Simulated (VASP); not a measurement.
# La (P6/mmm) in VASP: single point with PBE

Aim: the single point of La with PBE.

Program: VASP 6.6.1. These are calculated values, not measurements. Logs are shortened: lines on timing, memory, paths and dates and some standing lists are left out, and cuts for length are marked.

## Step 1: The cell of the first run

It takes space group P6/mmm (No. 191, hexagonal). The conventional cell has a = 5.954 Å, b = 5.954 Å, c = 3.623 Å, α = 90.00°, β = 90.00°, γ = 120.00°. Within 4.8 Å of La (site symmetry 6/mmm) lie 14 La at 3.62 to 3.89 Å. La (site symmetry -6m2) has 11 La at 3.44 to 3.89 Å within 4.5 Å.

This isn't the form of La at room conditions, which is double hcp.

## Step 2: Single point, PBE, collinear spin

The input, INCAR:

```
SYSTEM = La
  PREC = Accurate
  ENCUT = 520
  EDIFF = 1E-6
  ISMEAR = -1
  SIGMA = 0.05
  LREAL = .FALSE.
  LASPH = .TRUE.
  NELM = 150
  ALGO = Normal
  ISIF = 2
  LWAVE = .FALSE.
  LCHARG = .TRUE.
  ISPIN = 2
  MAGMOM = 1 1 1
  LORBIT = 11
  LMAXMIX = 6
  GGA = PE
  LELF = .TRUE.
  LVHAR = .TRUE.
  NBANDS = 28
```

The input, KPOINTS:

```
Automatic mesh
0
G
  6 6 9
  0 0 0
```

The input, POSCAR:

```
La
1.0
    5.9536230696      0.0000000000      0.0000000000
   -2.9768115348      5.1559888228      0.0000000000
    0.0000000000      0.0000000000      3.6233394192
La
3
Direct
    1.0000000000      0.0000000000      0.0000000000
    0.3333333333      0.6666666667      0.5000000000
    0.6666666667      0.3333333333      0.5000000000
```

Potentials or basis: VASP PAW PBE potentials, release 64 (La).

The run is started by

```sh
$ cat potpaw_PBE.64/La/POTCAR > POTCAR
$ mpirun -np 1 vasp_std > vasp.out
```

OUTCAR:

```text
SYSTEM = La
   PREC = Accurate
   ENCUT = 520
   EDIFF = 1E-6
   ISMEAR = -1
   LREAL = .FALSE.
   LASPH = .TRUE.
   NELM = 150
   ISIF = 2
   ISPIN = 2
   LORBIT = 11
   GGA = PE

 ion  position               nearest neighbor table
   1  0.000  0.000  0.000-
   2  0.333  0.667  0.500-   3 3.44   3 3.44   3 3.44
   3  0.667  0.333  0.500-   2 3.44   2 3.44   2 3.44

  LATTYP: Found a hexagonal cell.
 ALAT       =     5.9536230696
 C/A-ratio  =     0.6085940236

  Lattice vectors:

 A1 = (   5.9536230696,   0.0000000000,   0.0000000000)
 A2 = (  -2.9768115348,   5.1559888228,   0.0000000000)
 A3 = (   0.0000000000,   0.0000000000,   3.6233394192)

Analysis of symmetry for initial positions (statically):
=====================================================================
 Subroutine PRICEL returns:
 Original cell was already a primitive cell.

 Routine SETGRP: Setting up the symmetry group for a
 hexagonal supercell.

 Subroutine GETGRP returns: Found 24 space group operations
 (whereof 24 operations were pure point group operations)
 out of a pool of 24 trial point group operations.

The static configuration has the point symmetry D_6h.

Analysis of symmetry for dynamics (positions and initial velocities):
=====================================================================
 Subroutine PRICEL returns:
 Original cell was already a primitive cell.

 Routine SETGRP: Setting up the symmetry group for a
 hexagonal supercell.

 Subroutine GETGRP returns: Found 24 space group operations
 (whereof 24 operations were pure point group operations)
 out of a pool of 24 trial point group operations.

The dynamic configuration has the point symmetry D_6h.

Analysis of structural, dynamic, and magnetic symmetry:
=====================================================================
 Subroutine PRICEL returns:
 Original cell was already a primitive cell.

 Routine SETGRP: Setting up the symmetry group for a
 hexagonal supercell.

 Subroutine GETGRP returns: Found 24 space group operations
 (whereof 24 operations were pure point group operations)
 out of a pool of 24 trial point group operations.

The overall configuration has the point symmetry D_6h.

 Subroutine INISYM returns: Found 24 space group operations
 (whereof 24 operations are pure point group operations),
 and found     1 'primitive' translations

----------------------------------------------------------------------------------------

                                     Primitive cell

  volume of cell :     111.2250

  direct lattice vectors                    reciprocal lattice vectors
     5.953623070  0.000000000  0.000000000     0.167964950  0.096974609  0.000000000
    -2.976811535  5.155988823  0.000000000     0.000000000  0.193949218  0.000000000
     0.000000000  0.000000000  3.623339419     0.000000000  0.000000000  0.275988497

  length of vectors
     5.953623070  5.953623070  3.623339419     0.193949218  0.193949218  0.275988497

  position of ions in fractional coordinates (direct lattice)
     0.000000000  0.000000000  0.000000000
     0.333333333  0.666666667  0.500000000
     0.666666667  0.333333333  0.500000000

  ion indices of the primitive-cell ions
   primitive index   ion index
                 1           1
                 2           2
                 3           3

----------------------------------------------------------------------------------------

 KPOINTS: Automatic mesh

Automatic generation of k-mesh.
 Grid dimensions read from file:
 generate k-points for:    6    6    9

 Generating k-lattice:

  Cartesian coordinates                     Fractional coordinates (reciprocal lattice)
     0.027994158  0.016162435  0.000000000     0.166666667 -0.000000000  0.000000000
     0.000000000  0.032324870  0.000000000     0.000000000  0.166666667  0.000000000
     0.000000000  0.000000000  0.030665389     0.000000000  0.000000000  0.111111111

  Length of vectors
     0.032324870  0.032324870  0.030665389

  Shift w.r.t. Gamma in fractional coordinates (k-lattice)
     0.000000000  0.000000000  0.000000000

 Subroutine IBZKPT returns following result:
 ===========================================

 Found     35 irreducible k-points:

 Following reciprocal coordinates:
            Coordinates               Weight
  0.000000  0.000000  0.000000      1.000000
  0.166667 -0.000000  0.000000      6.000000
  0.333333 -0.000000  0.000000      6.000000
  0.500000 -0.000000  0.000000      3.000000
  0.166667  0.166667  0.000000      6.000000
  0.333333  0.166667  0.000000     12.000000
[... 16 lines left out ...]
  0.166667 -0.000000  0.333333     12.000000
  0.333333 -0.000000  0.333333     12.000000
 [... further k-points ...]
   k-points           NKPTS =     35   k-points in BZ     NKDIM =     35   number of bands    NBANDS=     28
   number of dos      NEDOS =    301   number of ions     NIONS =      3
   total plane-waves  NPLWV =  64512
   dimension x,y,z NGX =    48 NGY =   48 NGZ =   28
   dimension x,y,z NGXF=    96 NGYF=   96 NGZF=   56
   ions per type =               3
   NGX,Y,Z   is equivalent  to a cutoff of  13.40, 13.40, 12.85 a.u.
   NGXF,Y,Z  is equivalent  to a cutoff of  26.81, 26.81, 25.69 a.u.
 SYSTEM =  La
   PREC   = accura    normal or accurate (medium, high low for compatibility)
   ISTART =      0    job   : 0-new  1-cont  2-samecut
   ICHARG =      2    charge: 1-file 2-atom 10-const
   ISPIN  =      2    spin polarized calculation?
   LNONCOLLINEAR =      F non collinear calculations
   LSORBIT =      F    spin-orbit coupling
   LASPH  =      T    aspherical Exc in radial PAW
   ENCUT  =  520.0 eV  38.22 Ry    6.18 a.u.  11.07 11.07  6.74*2*pi/ulx,y,z
   NELM   =    150;   NELMIN=  2; NELMDL= -5     # of ELM steps
   EDIFF  = 0.1E-05   stopping-criterion for ELM
   LREAL  =      F    real-space projection
   EDIFFG = 0.1E-04   stopping-criterion for IOM
   NSW    =      0    number of steps for IOM
   IBRION =     -1    ionic relax: 0-MD 1-quasi-New 2-CG
   NFREE  =      0    steps in history (QN), initial steepest desc. (CG)
   ISIF   =      2    stress and relaxation
   ISYM   =      2    0-nonsym 1-usesym 2-fastsym
   POTIM  = 0.5000    time-step for ionic-motion
   TEBEG  =    0.0;   TEEND  =   0.0 temperature during run
   PSTRESS=    0.0 pullay stress
   NELECT =      33.0000    total number of electrons
   NUPDOWN=      -1.0000    fix difference up-down
   EMIN   =  10.00;   EMAX   =-10.00  energy-range for DOS
   EFERMI =   0.00;   METHOD = LEGACY
   ISMEAR =    -1;   SIGMA  =   0.05  broadening in eV -4-tet -1-fermi 0-gaus
   EFERMI_NEDOS =   21; number of points for ismear=-14 and -15
   IALGO  =     38    algorithm
   IMIX   =      4    mixing-type and parameters
     AMIX     =   0.40;   BMIX     =  1.00
     AMIX_MAG =   1.60;   BMIX_MAG =  1.00
  volume/ion in A,a.u.               =      37.07       250.19
  Fermi-wavevector in a.u.,A,eV,Ry     =   1.091890  2.063372 16.221175  1.192223
  Thomas-Fermi vector in A             =   2.228144
   LORBIT       =     11    0 simple, 1 ext, 2 COOP (PROOUT), +10 PAW based schemes
   GGA     = PE    functional components
   LHFCALC =     F    Hartree Fock is set to
   AEXX    =    0.0000 exact exchange contribution
   IVDW    =     0    specifies the selected vdW correction
   LEPSILON=     F    determine dielectric tensor
   LRPA    =     F    only Hartree local field effects (RPA)
 spin polarized calculation
  energy-cutoff  :      520.00
  volume of cell :      111.22
 maximum number of plane-waves:      3026
 NGX is ok and might be reduce to    48
   NGX = 23   NGY = 23   NGZ = 13

 number of electron      33.0000001 magnetization      -0.0002870

 number of electron      33.0000001 magnetization       0.0006329

 Free energy of the ion-electron system (eV)
  ---------------------------------------------------
  ext. energy  EPLUGINS =         0.00000000
  ---------------------------------------------------
  free energy    TOTEN  =       -14.57869524 eV

  energy without entropy =      -14.54090136  energy(sigma->0) =      -14.55979830

 E-fermi :   7.8281     XC(G=0):  -9.5642

 val. band max:        7.8271046386   @ k =   0.3333   0.3333   0.0000
 cond. band min:       7.8494453591   @ k =   0.1667  -0.0000   0.2222
 fundamental gap:      0.0223407205
 Fermi energy:         7.8281012255

 spin component 1

 k-point     1 :       0.0000    0.0000    0.0000
  band No.  band energies     occupation
      1     -25.0522      1.00000
      2     -24.8183      1.00000
      3     -24.7614      1.00000
      4      -9.1623      1.00000
      5      -9.1623      1.00000
      6      -8.8507      1.00000
[... 20 lines left out ...]
     27       9.6819      0.00000
     28       9.6871      0.00000

 k-point     2 :       0.1667   -0.0000    0.0000
  band No.  band energies     occupation
      1     -25.0328      1.00000
      2     -24.8240      1.00000
      3     -24.7766      1.00000
      4      -9.2732      1.00000
      5      -9.2040      1.00000
      6      -8.7093      1.00000
[... 20 lines left out ...]
     27       9.7009      0.00000
     28       9.7426      0.00000

 k-point     3 :       0.3333   -0.0000    0.0000
  band No.  band energies     occupation
      1     -24.9811      1.00000
      2     -24.8452      1.00000
      3     -24.8098      1.00000
      4      -9.4034      1.00000
      5      -9.1321      1.00000
      6      -8.5079      1.00000
[... 616 lines left out ...]
      3     -24.7087      1.00000
      4      -9.1050      1.00000
      5      -9.1036      1.00000
      6      -9.0159      1.00000
[... 20 lines left out ...]
     27       9.7398      0.00000
     28       9.7869      0.00000

 k-point    24 :       0.3333   -0.0000    0.3333
  band No.  band energies     occupation
      1     -24.8948      1.00000
      2     -24.7855      1.00000
      3     -24.7457      1.00000
      4      -9.1792      1.00000
      5      -9.1475      1.00000
      6      -9.0306      1.00000
[... 20 lines left out ...]
     27       9.6944      0.00000
     28       9.7386      0.00000

 [... further k-points ...]

 spin component 2

 k-point     1 :       0.0000    0.0000    0.0000
  band No.  band energies     occupation
      1     -25.0521      1.00000
      2     -24.8183      1.00000
      3     -24.7613      1.00000
      4      -9.1622      1.00000
      5      -9.1622      1.00000
      6      -8.8506      1.00000
[... 20 lines left out ...]
     27       9.6814      0.00000
     28       9.7374      0.00000

 k-point     2 :       0.1667   -0.0000    0.0000
  band No.  band energies     occupation
      1     -25.0327      1.00000
      2     -24.8240      1.00000
      3     -24.7765      1.00000
      4      -9.2732      1.00000
      5      -9.2039      1.00000
      6      -8.7093      1.00000
[... 20 lines left out ...]
     27       9.6995      0.00000
     28       9.7295      0.00000

 k-point     3 :       0.3333   -0.0000    0.0000
  band No.  band energies     occupation
      1     -24.9810      1.00000
      2     -24.8451      1.00000
      3     -24.8098      1.00000
      4      -9.4033      1.00000
      5      -9.1320      1.00000
      6      -8.5078      1.00000
[... 616 lines left out ...]
      3     -24.7086      1.00000
      4      -9.1050      1.00000
      5      -9.1035      1.00000
      6      -9.0158      1.00000
[... 20 lines left out ...]
     27       9.7362      0.00000
     28       9.7736      0.00000

 k-point    24 :       0.3333   -0.0000    0.3333
  band No.  band energies     occupation
      1     -24.8948      1.00000
      2     -24.7855      1.00000
      3     -24.7456      1.00000
      4      -9.1791      1.00000
      5      -9.1474      1.00000
      6      -9.0305      1.00000
[... 20 lines left out ...]
     27       9.6921      0.00000
     28       9.7406      0.00000

 [... further k-points ...]
[... 5 lines left out ...]
  --------------------------------------------------------------------------------------
  -------------------------------------------------------------------------------------
  Total        0.0579102      0.0579102      0.0233292      0.0000000      0.0000000      0.0000000
  in kB        0.8341863      0.8341863      0.3360537      0.0000000      0.0000000      0.0000000
  external PRESSURE =       0.6681421 kB  Pullay stress =       0.0000000 kB

 VOLUME and BASIS-vectors are now :
 -----------------------------------------------------------------------------
  energy-cutoff  :      520.00
  volume of cell :      111.22
      direct lattice vectors                 reciprocal lattice vectors
     5.953623070  0.000000000  0.000000000     0.167964950  0.096974609  0.000000000
    -2.976811535  5.155988823  0.000000000     0.000000000  0.193949218  0.000000000
     0.000000000  0.000000000  3.623339419     0.000000000  0.000000000  0.275988497

 POSITION                                       TOTAL-FORCE (eV/Angst)
 -----------------------------------------------------------------------------------
      0.00000      0.00000      0.00000        -0.000000      0.000000      0.000000
     -0.00000      3.43733      1.81167         0.000000      0.000000     -0.000000
      2.97681      1.71866      1.81167        -0.000000      0.000000      0.000000
 -----------------------------------------------------------------------------------
    total drift:                               -0.000000      0.000000     -0.000000

  FREE ENERGIE OF THE ION-ELECTRON SYSTEM (eV)
  ---------------------------------------------------
  free  energy   TOTEN  =       -14.5786952400 eV

  energy  without entropy=      -14.5409013633  energy(sigma->0) =      -14.55979830

 total charge

# of ion       s       p       d       f       tot
--------------------------------------------------
    1        2.065   5.565   0.843   0.082   8.555
    2        2.063   5.553   0.921   0.086   8.623
    3        2.063   5.553   0.921   0.086   8.623
--------------------------------------------------
tot          6.190  16.672   2.685   0.255  25.801

 magnetization (x)

# of ion       s       p       d       f       tot
--------------------------------------------------
    1        0.000   0.000   0.000   0.000   0.000
    2        0.000  -0.000   0.000   0.000   0.000
    3        0.000  -0.000   0.000   0.000   0.000
--------------------------------------------------
tot          0.000  -0.000   0.000   0.000   0.000
```

Run time: 3.8 min. Hardware: 1 thread of Intel Xeon Platinum 8488C (Sapphire Rapids), shared host; peak memory 0.39 GiB.

What came out:

```
Free energy                                           : -14.5787 eV
Pressure                                              : 0.1 GPa
Net moment                                            : 0.00 μB per cell
Valence electrons inside the program's atomic spheres : La 8.55, 8.62 (each value once)
```

Caveat: spin-orbit coupling is left out, which moves the levels of the heavy elements.
